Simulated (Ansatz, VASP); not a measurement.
## Two plane-wave programs on In3GeO2

```
In Ge O
1.0
     4.45064    0.00000    0.00000
     0.00000    4.45064    0.00000
     0.00000    0.00000    8.91070
In Ge O
3 1 2
Cartesian
  0.0000 0.0000 0.0000
  0.0000 0.0000 2.9896
  0.0000 0.0000 5.9211
  2.2253 2.2253 0.0000
  0.0000 2.2253 0.0000
  2.2253 0.0000 0.0000
```

Alike in both runs: functional PBE; k mesh 4 × 4 × 2; occupations gaussian, width 0.1 eV; no spin polarisation.

Ansatz relaxed the structure, and its values are those at the end. VASP's run is a single point on that final structure, the one shown.

|  | VASP | Ansatz |
| --- | --- | --- |
| version | VASP 6.6.1 | Ansatz 0.2.0 |
| potentials or method | VASP PAW PBE potentials, release 64 (In_d, Ge_d, O), cutoff 520 eV | scalar-relativistic, plane waves, PAW |
| valence electrons in the cell | 65 | 65 |

|  | VASP | Ansatz | Ansatz less VASP |
| --- | --- | --- | --- |
| gap on the k mesh at the Fermi level (eV) | none | none | - |
| pressure (GPa) | 0.1 | 0.0 | -0.04 |

A gap of «none» marks a metal or a gap that the smearing closes.
